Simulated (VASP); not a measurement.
# KI (P4/mmm) in VASP: a series of runs

Aim: see how the results for KI move with the level of theory and the settings. Levels: PBE, r2SCAN. Tasks: single point.

Program: VASP 6.6.1. These are calculated values, not measurements. Logs are shortened: lines on timing, memory, paths and dates and some standing lists are left out, and cuts for length are marked.

## Step 1: The cell of the first run

It takes space group P4/mmm (No. 123, tetragonal). The conventional cell has a = 4.452 Å, b = 4.452 Å, c = 4.268 Å, α = 90.00°, β = 90.00°, γ = 90.00°. K (site symmetry 4/mmm) has 8 I at 3.80 Å and 6 K at 4.27 to 4.45 Å within 5.0 Å. Within 5.0 Å of I (site symmetry 4/mmm) lie 8 K at 3.80 Å and 6 I at 4.27 to 4.45 Å.

## Step 2: Single point, PBE (epitaxial xy strain +3.8%)

The input, INCAR:

```
SYSTEM = KI
  ALGO = Normal
  EDIFF = 1E-6
  ENCUT = 500
  GGA = PE
  GGA_COMPAT = .FALSE.
  ISIF = 2
  ISMEAR = -1
  LASPH = .TRUE.
  LCHARG = .FALSE.
  LREAL = .FALSE.
  LWAVE = .FALSE.
  NBANDS = 15
  NELM = 120
  PREC = Accurate
  SIGMA = 0.02
```

The input, KPOINTS:

```
k-points
0
G
  6 6 6
  0 0 0
```

The input, POSCAR:

```
KI
1.0
    4.4518504101      0.0000000000      0.0000000000
    0.0000000000      4.4518504101      0.0000000000
    0.0000000000      0.0000000000      4.2679716329
K I
1 1
Direct
    0.0000000000      0.0000000000      0.0000000000
    0.5000000000      0.5000000000      0.5000000000
```

Potentials or basis: VASP PAW PBE potentials, release 64 (K_sv, I).

Run with:

```
$ cat potpaw_PBE.64/K_sv/POTCAR potpaw_PBE.64/I/POTCAR > POTCAR
$ mpirun -np 1 vasp_std > vasp.out
```

OUTCAR:

```text
SYSTEM = KI
   EDIFF = 1E-6
   ENCUT = 500
   GGA = PE
   ISIF = 2
   ISMEAR = -1
   LASPH = .TRUE.
   LREAL = .FALSE.
   NELM = 120
   PREC = Accurate

 ion  position               nearest neighbor table
   1  0.000  0.000  0.000-
   2  0.500  0.500  0.500-

  LATTYP: Found a simple tetragonal cell.
 ALAT       =     4.4518504101
 C/A-ratio  =     0.9586961016

  Lattice vectors:

 A1 = (   4.4518504101,   0.0000000000,   0.0000000000)
 A2 = (   0.0000000000,   4.4518504101,   0.0000000000)
 A3 = (   0.0000000000,   0.0000000000,   4.2679716329)

Analysis of symmetry for initial positions (statically):
=====================================================================
 Subroutine PRICEL returns:
 Original cell was already a primitive cell.

 Routine SETGRP: Setting up the symmetry group for a
 simple tetragonal supercell.

 Subroutine GETGRP returns: Found 16 space group operations
 (whereof 16 operations were pure point group operations)
 out of a pool of 16 trial point group operations.

The static configuration has the point symmetry D_4h.

Analysis of symmetry for dynamics (positions and initial velocities):
=====================================================================
 Subroutine PRICEL returns:
 Original cell was already a primitive cell.

 Routine SETGRP: Setting up the symmetry group for a
 simple tetragonal supercell.

 Subroutine GETGRP returns: Found 16 space group operations
 (whereof 16 operations were pure point group operations)
 out of a pool of 16 trial point group operations.

The dynamic configuration has the point symmetry D_4h.

 Subroutine INISYM returns: Found 16 space group operations
 (whereof 16 operations are pure point group operations),
 and found     1 'primitive' translations

----------------------------------------------------------------------------------------

                                     Primitive cell

  volume of cell :      84.5868

  direct lattice vectors                    reciprocal lattice vectors
     4.451850410  0.000000000  0.000000000     0.224625697  0.000000000  0.000000000
     0.000000000  4.451850410  0.000000000     0.000000000  0.224625697  0.000000000
     0.000000000  0.000000000  4.267971633     0.000000000  0.000000000  0.234303338

  length of vectors
     4.451850410  4.451850410  4.267971633     0.224625697  0.224625697  0.234303338

  position of ions in fractional coordinates (direct lattice)
     0.000000000  0.000000000  0.000000000
     0.500000000  0.500000000  0.500000000

  ion indices of the primitive-cell ions
   primitive index   ion index
                 1           1
[... 85 lines left out ...]
   NUPDOWN=      -1.0000    fix difference up-down
   EMIN   =  10.00;   EMAX   =-10.00  energy-range for DOS
   EFERMI =   0.00;   METHOD = LEGACY
   ISMEAR =    -1;   SIGMA  =   0.02  broadening in eV -4-tet -1-fermi 0-gaus
   EFERMI_NEDOS =   21; number of points for ismear=-14 and -15
   IALGO  =     38    algorithm
   IMIX   =      4    mixing-type and parameters
     AMIX     =   0.40;   BMIX     =  1.00
     AMIX_MAG =   1.60;   BMIX_MAG =  1.00
  volume/ion in A,a.u.               =      42.29       285.41
  Fermi-wavevector in a.u.,A,eV,Ry     =   0.939753  1.775877 12.015803  0.883137
  Thomas-Fermi vector in A             =   2.067097
   LORBIT       =      0    0 simple, 1 ext, 2 COOP (PROOUT), +10 PAW based schemes
   GGA     = PE    functional components
   LHFCALC =     F    Hartree Fock is set to
   AEXX    =    0.0000 exact exchange contribution
   IVDW    =     0    specifies the selected vdW correction
   LEPSILON=     F    determine dielectric tensor
   LRPA    =     F    only Hartree local field effects (RPA)
 non-spin polarized calculation
  energy-cutoff  :      500.00
  volume of cell :       84.59
 maximum number of plane-waves:      2192
   NGX = 17   NGY = 17   NGZ = 15

 number of electron      15.9999998 magnetization

 Free energy of the ion-electron system (eV)
  ---------------------------------------------------
  ext. energy  EPLUGINS =         0.00000000
  ---------------------------------------------------
  free energy    TOTEN  =        -5.41430633 eV

  energy without entropy =       -5.41430633  energy(sigma->0) =       -5.41430633

 E-fermi :   1.0757     XC(G=0):  -7.4352

 val. band max:        0.6039626995   @ k =   0.5000   0.5000   0.0000
 cond. band min:       3.6088713106   @ k =   0.0000   0.0000   0.0000
 fundamental gap:      3.0049086112
 Fermi energy:         1.0757023437

 k-point     1 :       0.0000    0.0000    0.0000
  band No.  band energies     occupation
      1     -29.0012      2.00000
      2     -12.4537      2.00000
      3     -12.4508      2.00000
      4     -12.4508      2.00000
      5     -10.5331      2.00000
      6       0.0481      2.00000
      7       0.0481      2.00000
      8       0.3207      2.00000
      9       3.6089      0.00000
     10       5.2609      0.00000
     11       5.4487      0.00000
     12       8.5790      0.00000
     13       8.8469      0.00000
     14       8.8469      0.00000
[... 401 lines left out ...]
      2     -12.5170      2.00000
      3     -12.5169      2.00000
      4     -12.4363      2.00000
      5     -10.2494      2.00000
      6      -1.1791      2.00000
      7      -0.8242      2.00000
      8       0.3197      2.00000
      9       4.9572      0.00000
     10       6.0635      0.00000
     11       7.3438      0.00000
     12       7.5611      0.00000
     13       8.0086      0.00000
     14       8.9867      0.00000
     15       9.6372      0.00000

 [... further k-points ...]

------------------------ aborting loop because EDIFF is reached ----------------------------------------

  FORCE on cell =-STRESS in cart. coord.  units (eV):
  Direction    XX          YY          ZZ          XY          YZ          ZX
  --------------------------------------------------------------------------------------
  -------------------------------------------------------------------------------------
  Total       -0.3823823     -0.3823823      0.2264729      0.0000000     -0.0000000      0.0000000
  in kB       -7.2427864     -7.2427864      4.2896737      0.0000000     -0.0000000      0.0000000
  external PRESSURE =      -3.3986330 kB  Pullay stress =       0.0000000 kB

 VOLUME and BASIS-vectors are now :
 -----------------------------------------------------------------------------
  energy-cutoff  :      500.00
  volume of cell :       84.59
      direct lattice vectors                 reciprocal lattice vectors
     4.451850410  0.000000000  0.000000000     0.224625697  0.000000000  0.000000000
     0.000000000  4.451850410  0.000000000     0.000000000  0.224625697  0.000000000
     0.000000000  0.000000000  4.267971633     0.000000000  0.000000000  0.234303338

 POSITION                                       TOTAL-FORCE (eV/Angst)
 -----------------------------------------------------------------------------------
      0.00000      0.00000      0.00000         0.000000      0.000000      0.000000
      2.22593      2.22593      2.13399         0.000000      0.000000      0.000000
 -----------------------------------------------------------------------------------
    total drift:                                0.000000     -0.000000     -0.000000

  FREE ENERGIE OF THE ION-ELECTRON SYSTEM (eV)
  ---------------------------------------------------
  free  energy   TOTEN  =        -5.4143063299 eV

  energy  without entropy=       -5.4143063299  energy(sigma->0) =       -5.41430633
```

OSZICAR:

```text
N       E                     dE             d eps       ncg     rms          rms(c)
DAV:   1     0.879555162311E+02    0.87956E+02   -0.63897E+03  1200   0.880E+02
DAV:   2    -0.275526816016E+00   -0.88231E+02   -0.82981E+02  1558   0.211E+02
DAV:   3    -0.530103619949E+01   -0.50255E+01   -0.50049E+01  1650   0.440E+01
DAV:   4    -0.553790646804E+01   -0.23687E+00   -0.23680E+00  1966   0.876E+00
DAV:   5    -0.553989365431E+01   -0.19872E-02   -0.19871E-02  1657   0.839E-01    0.241E+00
DAV:   6    -0.543486547998E+01    0.10503E+00   -0.76092E-02  1550   0.170E+00    0.173E+00
DAV:   7    -0.541123613348E+01    0.23629E-01   -0.94448E-02  1585   0.168E+00    0.735E-01
DAV:   8    -0.541408139652E+01   -0.28453E-02   -0.13206E-02  1460   0.727E-01    0.143E-01
DAV:   9    -0.541421213333E+01   -0.13074E-03   -0.61712E-04  1712   0.159E-01    0.728E-02
DAV:  10    -0.541428800165E+01   -0.75868E-04   -0.11054E-04  1534   0.621E-02    0.161E-02
DAV:  11    -0.541430667384E+01   -0.18672E-04   -0.26896E-05  1536   0.330E-02    0.159E-02
DAV:  12    -0.541430632989E+01    0.34395E-06   -0.11901E-06  1476   0.806E-03
   1 F= -.54143063E+01 E0= -.54143063E+01  d E =-.333197E-12
```

Run time: 45 s. Hardware: 1 thread of Intel Xeon 8259CL, shared host; peak memory 0.2 GiB.

What came out:

```
Free energy            : -5.4143 eV
Pressure               : -0.3 GPa
Band gap on the k mesh : 3.00 eV (least direct gap 3.29 eV)
```

Stress tensor (GPa, compression positive):
```
-0.72  0.00  0.00
 0.00 -0.72  0.00
 0.00  0.00  0.43
```

Levels at points of the mesh, in eV from the valence-band top:
| k point | band 5 | band 6 | band 7 | band 8 | band 9 | band 10 | band 11 | band 12 |
| --- | --- | --- | --- | --- | --- | --- | --- | --- |
| (0.00, 0.00, 0.00) | -11.14 | -0.56 | -0.56 | -0.28 | 3.00 | 4.66 | 4.84 | 7.98 |
| (0.50, 0.00, 0.00) | -10.92 | -2.19 | -0.50 | -0.22 | 5.17 | 6.00 | 6.56 | 6.99 |
| (0.50, 0.50, 0.00) | -10.88 | -1.70 | -1.70 | 0.00 | 3.74 | 5.71 | 6.89 | 6.89 |
| (0.00, 0.00, 0.50) | -10.88 | -2.21 | -0.44 | -0.44 | 5.14 | 6.12 | 6.64 | 6.93 |
| (0.50, 0.00, 0.50) | -10.83 | -1.74 | -1.62 | -0.21 | 3.86 | 5.43 | 6.51 | 6.59 |
| (0.50, 0.50, 0.50) | -10.70 | -1.68 | -1.57 | -1.57 | 5.43 | 5.43 | 5.48 | 8.34 |

Caveat: the cell differs from its parent crystal (epitaxial xy strain +3.8%); spin-orbit coupling is left out, which moves the levels of the heavy elements. A k mesh can miss the band edges.

## Step 3: Single point, r2SCAN (uniaxial x strain -1.5%)

The input, POSCAR:

```
KI
1.0
    4.2278633341      0.0000000000      0.0000000000
    0.0000000000      4.2909401544      0.0000000000
    0.0000000000      0.0000000000      4.2909401544
K I
1 1
Direct
    0.0000000000      0.0000000000      0.0000000000
    0.5000000000      0.5000000000      0.5000000000
```

The input, INCAR.step1:

```
ALGO     = Normal         # electronic algorithm
EDIFF    = 1E-5           # SCF threshold, eV
ENCUT    = 550            # plane-wave cutoff, eV
GGA      = PE             # functional
GGA_COMPAT= False        
ISMEAR   = 0              # smearing method
LASPH    = True           # aspherical terms in the spheres
LCHARG   = False          # write CHGCAR
LREAL    = False          # projectors in reciprocal space
LWAVE    = True           # write WAVECAR
NBANDS   = 15             # bands
NELM     = 120            # most SCF steps
PREC     = Accurate       # precision mode
SIGMA    = 0.01           # smearing width, eV
```

The input, INCAR.step2:

```
ALGO     = Normal         # electronic algorithm
EDIFF    = 1E-6           # SCF threshold, eV
ENCUT    = 550            # plane-wave cutoff, eV
GGA_COMPAT= False        
ISIF     = 2              # what is computed and relaxed
ISMEAR   = 0              # smearing method
ISTART   = 1            
LASPH    = True           # aspherical terms in the spheres
LCHARG   = False          # write CHGCAR
LMIXTAU  = True         
LREAL    = False          # projectors in reciprocal space
LWAVE    = False          # write WAVECAR
METAGGA  = R2SCAN         # meta-GGA
NBANDS   = 15             # bands
NELM     = 120            # most SCF steps
PREC     = Accurate       # precision mode
SIGMA    = 0.01           # smearing width, eV
```

The input, KPOINTS:

```
k-points
0
Gamma
  6 6 6
```

Potentials or basis: VASP PAW PBE potentials, release 64 (K_sv, I).

Run with:

```
$ cat potpaw_PBE.64/K_sv/POTCAR potpaw_PBE.64/I/POTCAR > POTCAR
$ cp INCAR.step1 INCAR
$ mpirun -np 1 vasp_std > vasp.out
$ cp INCAR.step2 INCAR
$ mpirun -np 1 vasp_std > vasp.out
```

OUTCAR:

```text
EDIFF = 1E-6
   ENCUT = 550
   ISIF = 2
   ISMEAR = 0
   ISTART = 1
   LASPH = True
   LREAL = False
   METAGGA = R2SCAN
   NELM = 120
   PREC = Accurate

 ion  position               nearest neighbor table
   1  0.000  0.000  0.000-
   2  0.500  0.500  0.500-

  LATTYP: Found a simple tetragonal cell.
 ALAT       =     4.2909401544
 C/A-ratio  =     0.9853000000

  Lattice vectors:

 A1 = (   0.0000000000,   4.2909401544,   0.0000000000)
 A2 = (   0.0000000000,   0.0000000000,   4.2909401544)
 A3 = (   4.2278633341,   0.0000000000,   0.0000000000)

Analysis of symmetry for initial positions (statically):
=====================================================================
 Subroutine PRICEL returns:
 Original cell was already a primitive cell.

 Routine SETGRP: Setting up the symmetry group for a
 simple tetragonal supercell.

 Subroutine GETGRP returns: Found 16 space group operations
 (whereof 16 operations were pure point group operations)
 out of a pool of 16 trial point group operations.

The static configuration has the point symmetry D_4h.

Analysis of symmetry for dynamics (positions and initial velocities):
=====================================================================
 Subroutine PRICEL returns:
 Original cell was already a primitive cell.

 Routine SETGRP: Setting up the symmetry group for a
 simple tetragonal supercell.

 Subroutine GETGRP returns: Found 16 space group operations
 (whereof 16 operations were pure point group operations)
 out of a pool of 16 trial point group operations.

The dynamic configuration has the point symmetry D_4h.

 Subroutine INISYM returns: Found 16 space group operations
 (whereof 16 operations are pure point group operations),
 and found     1 'primitive' translations

----------------------------------------------------------------------------------------
[... 119 lines left out ...]
   LHFCALC =     F    Hartree Fock is set to
   AEXX    =    0.0000 exact exchange contribution
   IVDW    =     0    specifies the selected vdW correction
   LEPSILON=     F    determine dielectric tensor
   LRPA    =     F    only Hartree local field effects (RPA)
 non-spin polarized calculation
 Gauss-broadening in eV      SIGMA  =   0.01
  energy-cutoff  :      550.00
  volume of cell :       77.84
 maximum number of plane-waves:      2300
   NGX = 17   NGY = 17   NGZ = 17

 number of electron      16.0000000 magnetization

 Free energy of the ion-electron system (eV)
  ---------------------------------------------------
  ext. energy  EPLUGINS =         0.00000000
  ---------------------------------------------------
  free energy    TOTEN  =       -33.86255757 eV

  energy without entropy =      -33.86255757  energy(sigma->0) =      -33.86255757

 E-fermi :   0.7768     XC(G=0):  -8.1126

 val. band max:        0.7340344981   @ k =   0.0000   0.5000   0.5000
 cond. band min:       4.7577168132   @ k =   0.0000   0.0000   0.0000
 fundamental gap:      4.0236823152
 Fermi energy:         0.7768042177

 k-point     1 :       0.0000    0.0000    0.0000
  band No.  band energies     occupation
      1     -29.8961      2.00000
      2     -12.5793      2.00000
      3     -12.5790      2.00000
      4     -12.5790      2.00000
      5     -10.8547      2.00000
      6       0.2641      2.00000
      7       0.2641      2.00000
      8       0.3732      2.00000
      9       4.7577      0.00000
     10       5.8665      0.00000
     11       5.9408      0.00000
     12       9.7220      0.00000
     13       9.8278      0.00000
     14       9.8278      0.00000
[... 401 lines left out ...]
      2     -12.6858      2.00000
      3     -12.6314      2.00000
      4     -12.5808      2.00000
      5     -10.4331      2.00000
      6      -1.2401      2.00000
      7      -0.7637      2.00000
      8       0.0770      2.00000
      9       5.8847      0.00000
     10       7.5124      0.00000
     11       7.8027      0.00000
     12       8.1432      0.00000
     13       9.8940      0.00000
     14      10.0970      0.00000
     15      11.1166      0.00000

 [... further k-points ...]

------------------------ aborting loop because EDIFF is reached ----------------------------------------

  FORCE on cell =-STRESS in cart. coord.  units (eV):
  Direction    XX          YY          ZZ          XY          YZ          ZX
  --------------------------------------------------------------------------------------
  -------------------------------------------------------------------------------------
  Total        0.2771326      0.0342241      0.0342241     -0.0000000      0.0000000     -0.0000000
  in kB        5.7039062      0.7043950      0.7043950     -0.0000000      0.0000000     -0.0000000
  external PRESSURE =       2.3708987 kB  Pullay stress =       0.0000000 kB

 VOLUME and BASIS-vectors are now :
 -----------------------------------------------------------------------------
  energy-cutoff  :      550.00
  volume of cell :       77.84
      direct lattice vectors                 reciprocal lattice vectors
     4.227863334  0.000000000  0.000000000     0.236526094  0.000000000  0.000000000
     0.000000000  4.290940154  0.000000000     0.000000000  0.233049160  0.000000000
     0.000000000  0.000000000  4.290940154     0.000000000  0.000000000  0.233049160

 POSITION                                       TOTAL-FORCE (eV/Angst)
 -----------------------------------------------------------------------------------
      0.00000      0.00000      0.00000         0.000000      0.000000      0.000000
      2.11393      2.14547      2.14547         0.000000      0.000000      0.000000
 -----------------------------------------------------------------------------------
    total drift:                                0.000000      0.000000     -0.000000

  FREE ENERGIE OF THE ION-ELECTRON SYSTEM (eV)
  ---------------------------------------------------
  free  energy   TOTEN  =       -33.8625575676 eV

  energy  without entropy=      -33.8625575676  energy(sigma->0) =      -33.86255757
```

Wall time 4.1 min (1 thread of Intel Xeon 8259CL, shared host); peak memory 0.23 GiB.

What came out:

| Property | Result |
| --- | --- |
| Free energy | -33.8626 eV |
| Pressure | 0.2 GPa |
| Band gap on the k mesh | 4.02 eV (least direct gap 4.35 eV) |

Levels at points of the mesh, in eV from the valence-band top:
```tsv
k point	band 5	band 6	band 7	band 8	band 9	band 10	band 11	band 12
(0.00, 0.00, 0.00)	-11.59	-0.47	-0.47	-0.36	4.02	5.13	5.21	8.99
(0.50, 0.00, 0.00)	-11.24	-2.42	-0.37	-0.37	6.12	6.66	7.55	7.82
(0.00, 0.50, 0.00)	-11.26	-2.42	-0.40	-0.28	6.13	6.64	7.57	7.77
(0.50, 0.50, 0.00)	-11.19	-1.87	-1.82	-0.08	4.38	6.27	7.29	7.32
(0.00, 0.50, 0.50)	-11.21	-1.85	-1.85	0.00	4.35	6.39	7.44	7.44
(0.50, 0.50, 0.50)	-11.00	-1.81	-1.77	-1.77	6.08	6.08	6.11	9.60
```

Caveat: the cell differs from its parent crystal (uniaxial x strain -1.5%); the PAW data sets were made with another functional, which shifts forces and pressure a little; spin-orbit coupling is left out, which moves the levels of the heavy elements.
